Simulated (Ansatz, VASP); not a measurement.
## One calculation of HfB, two programs

INCAR

```
SYSTEM = HfB
PREC = Accurate ; ENCUT = 520
EDIFF = 1E-7 ; ISMEAR = -1
SIGMA = 0.05 ; LREAL = .False.
LASPH = .True. ; NELM = 100
ALGO = Normal ; ISIF = 2
LWAVE = .False. ; LCHARG = .False.
GGA = CA ; NBANDS = 14
```

KPOINTS

```
Automatic mesh
0
Gamma
  15 15 15
  0 0 0
```

File POSCAR:

```
HfB
1.0
    0.0000000000      2.3252984591      2.3252984591
    2.3252984591      0.0000000000      2.3252984591
    2.3252984591      2.3252984591      0.0000000000
Hf B
1 1
Direct
    0.5000000000      0.5000000000      0.5000000000
    0.0000000000      0.0000000000      0.0000000000
```

Input for Ansatz:

```yaml
crystal:
  lattice:
    - [0.0, 2.3252984591, 2.3252984591]
    - [2.3252984591, 0.0, 2.3252984591]
    - [2.3252984591, 2.3252984591, 0.0]
  atoms:
    - { symbol: Hf, position: [0.5, 0.5, 0.5] }
    - { symbol: B, position: [0.0, 0.0, 0.0] }
kpoints:
  mp_grid: { grid: [15, 15, 15] }
  band_path:
    path:
      - [0.0, 0.0, 0.0]
      - [0.5, 0.0, 0.5]
      - [0.625, 0.25, 0.625]
      - [0.375, 0.375, 0.75]
      - [0.0, 0.0, 0.0]
      - [0.5, 0.5, 0.5]
      - [0.5, 0.25, 0.75]
      - [0.5, 0.0, 0.5]
    npoints: 5
scf:
  occupations: { method: fermi_dirac, width: 0.05 }
hamiltonian:
  xc: lda
  pseudopotentials: { kind: all_electron, lapw: { basis_error: 0.00025 } }
output:
  forces: true
  stress: true
  eigenvalues: true
```

Change from the starting cell: volume scaled by 1.02.

Alike in both runs: task single point; functional LDA; k mesh 15 × 15 × 15; occupations fermi-dirac, width 0.05 eV; no spin polarisation.

|  | VASP | Ansatz |
| --- | --- | --- |
| version | VASP 6.6.1 | Ansatz 0.2.0 |
| potentials or method | VASP PAW LDA potentials, release 64 (Hf_pv, B), cutoff 520 eV | all-electron LAPW, scalar-relativistic |

Ansatz gave:

- pressure (GPa): 13.4

Task: Estimate VASP's values.

Result: Pressure (GPa): 14.9.

LDA's correlation is that of Perdew and Zunger in VASP and of Perdew and Wang (1992) in Ansatz. Ansatz ran all-electron here, and VASP with PAW potentials.

Neither program's run includes spin-orbit coupling.
